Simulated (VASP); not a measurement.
GaSb:

```xyz
2
Lattice="0.0000 3.0071 3.0071 3.0071 0.0000 3.0071 3.0071 3.0071 0.0000" Properties=species:S:1:pos:R:3 pbc="T T T"
Sb    4.5107    4.5107    4.5107
Ga    0.0000    0.0000    0.0000
```

```yaml
Program: VASP 6.6.1
Task: relaxation of cell and atoms
Functional: LAK
Potentials_or_basis: VASP PAW PBE potentials, release 64 (Sb, Ga_d)
Cutoff: 750 eV
k_mesh: 8 × 8 × 8
Occupations: gaussian, width 0.03 eV
Spin: no spin polarisation
```

At the start: pressure 7.6 GPa; volume 27.19 Å³/atom.

Problem. Where does the relaxation end?

Solution. Over 9 steps the energy falls by 72.3 meV/atom and the volume is 30.68 Å³/atom (+12.8 %); space group F-43m (No. 216, to 0.1 Å) before and after.

Step by step:
```tsv
step	energy change (eV)	largest force (eV/Å)	pressure (GPa)	volume (Å³)
1	0.0000	0.0000	7.57	54.39
2	-0.1110	0.0000	-2.27	65.14
3	-0.1432	0.0000	0.12	61.19
4	-0.1431	0.0000	-0.03	61.37
5	-0.1432	0.0000	0.01	61.32
6	-0.1447	0.0000	0.03	61.32
7	-0.1446	0.0000	-0.01	61.38
8	-0.1446	0.0000	0.00	61.36
9	-0.1446	0.0000	0.00	61.36
```

Final structure:
```
Sb Ga
1.0
     0.00000    3.13053    3.13053
     3.13053    0.00000    3.13053
     3.13053    3.13053    0.00000
Sb Ga
1 1
Direct
  0.75000 0.75000 0.75000
  0.00000 0.00000 0.00000
```

Caveat: the PAW data sets were made with another functional, which shifts forces and pressure a little.
